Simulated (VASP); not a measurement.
## Te2Pt: single point with PBE+D3(BJ)

The system is Te2Pt.

```
CELL_PARAMETERS angstrom
4.08518 0.00000 0.00000
-2.04259 3.53787 0.00000
0.00000 0.00000 5.31227
ATOMIC_POSITIONS crystal
Te 0.33333 0.66667 0.25665
Te 0.66667 0.33333 0.74335
Pt 0.00000 0.00000 0.00000
```

| Property | Result |
| --- | --- |
| Program | VASP 6.6.1 |
| Task | single point |
| Functional | PBE |
| Dispersion | D3(BJ) |
| Potentials or basis | VASP PAW PBE potentials, release 64 (Te, Pt) |
| Cutoff | 500 eV |
| k mesh | 12 × 12 × 8 |
| Occupations | gaussian, width 0.1 eV |
| Spin | no spin polarisation |

```
Pressure                   : -3.1 GPa
Largest force              : 0.006 eV/Å
Band gap on the k mesh     : zero (bands 11 and 12 overlap by 1.21 eV)
Dispersion energy per atom : -0.533 eV
```

Forces on the atoms (eV/Å):
```
Te   0.000  0.000 -0.006
Te   0.000  0.000  0.006
Pt   0.000  0.000  0.000
```

Levels at points of the mesh, in eV from the Fermi level:
```
           k point  band 8  band 9  band 10  band 11  band 12  band 13  band 14  band 15
(0.00, 0.00, 0.00)   -2.56   -0.48    -0.48     1.01     1.01     1.37     2.83     3.97
(0.50, 0.00, 0.00)   -3.28   -3.25    -3.23    -2.78     0.16     2.38     3.74     5.27
(0.00, 0.00, 0.50)   -2.22   -1.46    -1.10    -1.10     2.10     2.10     4.15     5.06
(0.50, 0.00, 0.50)   -3.26   -3.10    -2.30    -0.73     0.49     1.26     4.04     4.37
```

It took 76 s on 1 thread of AMD EPYC 9R45 (Zen 5), on a shared host, peak memory 0.28 GiB.

Caveat: the cell stands under tension; spin-orbit coupling is left out, which moves the levels of the heavy elements.
